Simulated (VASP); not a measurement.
# In (I4/mmm) in VASP: notebook, part 2 of 2

VASP 6.6.1. Earlier steps stand in the parts before.

### Step 5. Single point, PBEsol (strain -0.015 along x and y, +0.015 along z)

Input file INCAR:

```
ALGO = Fast
EDIFF = 1E-6
ENCUT = 520
GGA = PS
ISIF = 2
ISMEAR = 0
LASPH = T
LCHARG = F
LREAL = F
LWAVE = F
NBANDS = 12
NELM = 80
PREC = Accurate
SIGMA = 0.15
```

Input file KPOINTS:

```
k-points
0
Gamma
  20 20 20
```

Input file POSCAR:

```
In
1.0
   -1.6017577500      1.6017577500      2.5110592500
    1.6017577500     -1.6017577500      2.5110592500
    1.6017577500      1.6017577500     -2.5110592500
In
1
Direct
    0.0000000000      0.0000000000      0.0000000000
```

Potentials or basis: VASP PAW PBE potentials, release 64 (In_d).

On the command line:

```bash
$ cat potpaw_PBE.64/In_d/POTCAR > POTCAR
$ mpirun -np 1 vasp_std > vasp.out
```

OUTCAR:

```text
EDIFF = 1E-6
   ENCUT = 520
   GGA = PS
   ISIF = 2
   ISMEAR = 0
   LASPH = T
   LREAL = F
   NELM = 80
   PREC = Accurate

 ion  position               nearest neighbor table
   1  0.000  0.000  0.000-

  LATTYP: Found a body centered tetragonal cell.
 ALAT       =     3.2035155000
 C/A-ratio  =     1.5676897771

  Lattice vectors:

 A1 = (  -1.6017577500,   1.6017577500,   2.5110592500)
 A2 = (   1.6017577500,  -1.6017577500,   2.5110592500)
 A3 = (   1.6017577500,   1.6017577500,  -2.5110592500)

Analysis of symmetry for initial positions (statically):
[... 533 lines left out ...]
      7       8.0947      0.00000
      8      14.9428      0.00000
      9      16.9885      0.00000
     10      18.9209      0.00000
     11      19.5235      0.00000
     12      21.6140      0.00000

 [... further k-points ...]
[... 5 lines left out ...]
  --------------------------------------------------------------------------------------
  -------------------------------------------------------------------------------------
  Total       -0.0475071     -0.0475071     -0.0537368      0.0000000      0.0000000      0.0000000
  in kB       -2.9536439     -2.9536439     -3.3409659      0.0000000      0.0000000      0.0000000
  external PRESSURE =      -3.0827512 kB  Pullay stress =       0.0000000 kB

 VOLUME and BASIS-vectors are now :
 -----------------------------------------------------------------------------
  energy-cutoff  :      520.00
  volume of cell :       25.77
      direct lattice vectors                 reciprocal lattice vectors
    -1.601757750  1.601757750  2.511059250     0.000000000  0.312157066  0.199119157
     1.601757750 -1.601757750  2.511059250     0.312157066  0.000000000  0.199119157
     1.601757750  1.601757750 -2.511059250     0.312157066  0.312157066  0.000000000

 POSITION                                       TOTAL-FORCE (eV/Angst)
 -----------------------------------------------------------------------------------
      0.00000      0.00000      0.00000        -0.000000      0.000000      0.000000
 -----------------------------------------------------------------------------------
    total drift:                               -0.000000     -0.000000     -0.000000

  FREE ENERGIE OF THE ION-ELECTRON SYSTEM (eV)
  ---------------------------------------------------
  free  energy   TOTEN  =        -2.9855286856 eV

  energy  without entropy=       -2.9798941660  energy(sigma->0) =       -2.98271143
```

stdout:

```text
POSCAR found type information on POSCAR In
 POSCAR found :  1 types and       1 ions
 scaLAPACK will be used
 -----------------------------------------------------------------------------
|                                                                             |
|                                                                             |
|     You enforced a specific xc type in the INCAR file but a different       |
|     I HOPE YOU KNOW WHAT YOU ARE DOING!                                     |
|                                                                             |
 -----------------------------------------------------------------------------

 LDA part: xc-table for (Slater+PW92), standard interpolation
 POSCAR, INCAR and KPOINTS ok, starting setup
 FFT: planning ... GRIDC
 FFT: planning ... GRID_SOFT
 FFT: planning ... GRID
 WAVECAR not read
 entering main loop
WARNING in EDDRMM: call to ZHEGV failed, returncode =   8  4     11
WARNING in EDDRMM: call to ZHEGV failed, returncode =   8  4     10
WARNING in EDDRMM: call to ZHEGV failed, returncode =   6  3      9
WARNING in EDDRMM: call to ZHEGV failed, returncode =   8  4     11
```

Run time: 2.6 min. Hardware: 1 thread of Intel Xeon Platinum 8488C (Sapphire Rapids), shared host; peak memory 0.3 GiB.

Results:

```yaml
Free_energy: -2.9855 eV
Pressure: -0.3 GPa
```

Levels at points of the mesh, in eV from the Fermi level:
| k point | band 3 | band 4 | band 5 | band 6 | band 7 | band 8 | band 9 | band 10 |
| --- | --- | --- | --- | --- | --- | --- | --- | --- |
| (0.00, 0.00, 0.00) | -14.50 | -14.46 | -14.31 | -9.67 | 10.66 | 10.66 | 10.88 | 11.68 |
| (0.50, 0.00, 0.00) | -14.49 | -14.24 | -14.19 | -4.31 | -3.44 | 7.20 | 9.58 | 11.06 |
| (0.50, 0.50, 0.00) | -14.24 | -14.23 | -14.10 | -1.90 | -1.44 | 3.35 | 3.96 | 6.96 |
| (0.50, 0.50, 0.50) | -14.21 | -14.19 | -14.19 | -3.26 | -2.90 | 5.05 | 5.05 | 8.53 |

Caveat: the cell differs from its parent crystal (strain -0.015 along x and y, +0.015 along z); the PAW data sets were made with another functional, which shifts forces and pressure a little; spin-orbit coupling is left out, which moves the levels of the heavy elements.

### Step 6. Single point, PBEsol (strain +0.000 along x and y, +0.030 along z)

Input file INCAR:

```
SYSTEM = In
  PREC = Accurate
  ENCUT = 520
  EDIFF = 1E-6
  ISMEAR = 0
  SIGMA = 0.15
  LREAL = .False.
  LASPH = .True.
  NELM = 100
  ALGO = Fast
  ISIF = 2
  LWAVE = .False.
  LCHARG = .False.
  GGA = PS
  NBANDS = 12
```

Input file KPOINTS:

```
regular mesh
0
Gamma
  20 20 20
  0 0 0
```

Input file POSCAR:

```
In
1.0
   -1.6261500000      1.6261500000      2.5481685000
    1.6261500000     -1.6261500000      2.5481685000
    1.6261500000      1.6261500000     -2.5481685000
In
1
Direct
    0.0000000000      0.0000000000      0.0000000000
```

Potentials or basis: VASP PAW PBE potentials, release 64 (In_d).

On the command line:

```bash
$ cat potpaw_PBE.64/In_d/POTCAR > POTCAR
$ mpirun -np 1 vasp_std > vasp.out
```

Wall time 2.9 min (1 thread of Intel Xeon Platinum 8488C (Sapphire Rapids), shared host); peak memory 0.31 GiB.

Results (log left out):

| Property | Result |
| --- | --- |
| Free energy | -2.9769 eV |
| Pressure | -2.0 GPa |

Stress tensor (GPa, compression positive):
```
-1.96  0.00  0.00
 0.00 -1.96  0.00
 0.00  0.00 -2.07
```

Levels at points of the mesh, in eV from the Fermi level:
```
           k point  band 4  band 5  band 6  band 7  band 8  band 9
(0.00, 0.00, 0.00)  -14.41  -14.27   -9.34   10.28   10.28   10.45
(0.50, 0.00, 0.00)  -14.21  -14.17   -4.27   -3.23    6.98    9.23
(0.50, 0.50, 0.00)  -14.21  -14.09   -1.76   -1.55    3.28    3.89
(0.50, 0.50, 0.50)  -14.17  -14.17   -3.28   -2.71    4.93    4.93
```

Caveat: the cell differs from its parent crystal (strain +0.000 along x and y, +0.030 along z); the PAW data sets were made with another functional, which shifts forces and pressure a little; spin-orbit coupling is left out, which moves the levels of the heavy elements.

### Step 7. The runs side by side

```csv
cell,further INCAR settings,gap on the mesh (eV),pressure (GPa)
"a = 3.456 Å, angles 122.9, 122.9, 85.0°, 1 atom",ALGO = Fast; EDIFF = 1e-07; NBANDS = 12,none,-3.0
"a = 3.387 Å, angles 124.5, 124.5, 82.4°, 1 atom",ALGO = Fast; EDIFF = 1e-06; NBANDS = 12,none,0.4
"a = 3.354 Å, angles 123.0, 123.0, 85.0°, 1 atom",ALGO = Fast; EDIFF = 1e-07; NBANDS = 12,none,0.3
"a = 3.382 Å, angles 123.5, 123.5, 84.1°, 1 atom",ALGO = Fast; EDIFF = 1e-06; NBANDS = 12,none,-0.3
"a = 3.432 Å, angles 123.4, 123.4, 84.1°, 1 atom",ALGO = Fast; EDIFF = 1e-06; NBANDS = 12,none,-2.0
```

Alike in all rows: task single point; level PBEsol; potentials or basis VASP PAW PBE potentials, release 64 (In_d); no spin polarisation; k mesh 20 × 20 × 20; cutoff (eV) 520; smearing gaussian 0.15 eV.

Caveats: the PAW data sets were made with another functional, which shifts forces and pressure a little; spin-orbit coupling is left out, which moves the levels of the heavy elements.

Total energies depend on the potentials used, so only differences within one code and one set of settings carry meaning.
